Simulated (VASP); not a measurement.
# Rb: single point with r2SCAN

The system is Rb.

```
Rb
1.0
     8.21132    0.00000    0.00000
    -4.10566    7.11121    0.00000
     0.00000    0.00000    4.89333
Rb
3
Direct
  0.00000 0.00000 0.00000
  0.33333 0.66667 0.50000
  0.66667 0.33333 0.50000
```

This isn't the form of Rb at room conditions, which is bcc.

```json
{
  "Program": "VASP 6.6.1",
  "Task": "single point",
  "Functional": "r2SCAN",
  "Potentials or basis": "VASP PAW PBE potentials, release 64 (Rb_sv)",
  "Cutoff": "520 eV",
  "k mesh": "6 × 6 × 9",
  "Occupations": "fermi-dirac, width 0.1 eV",
  "Spin": "no spin polarisation",
  "Dipole correction": "no",
  "Further INCAR settings": "ALGO = Normal; EDIFF = 1e-07; NBANDS = 20"
}
```

```json
{
 "Pressure": "0.0 GPa",
 "Band gap on the k mesh": "zero (an odd number of electrons rules out a gap without spin polarisation)"
}
```

Levels at points of the mesh, in eV from the Fermi level:
```csv
k point,band 11,band 12,band 13,band 14,band 15,band 16
"(0.00, 0.00, 0.00)",-13.57,-13.55,-2.04,1.02,1.02,1.05
"(0.50, 0.00, 0.00)",-13.57,-13.55,-1.10,-1.09,0.33,0.63
```

Run time: 6.1 min on 1 thread of Intel(R) Xeon(R) 6975P-C (Granite Rapids), with other jobs on the host, peak memory 0.48 GiB.

Caveat: the PAW data sets were made with another functional, which shifts forces and pressure a little.
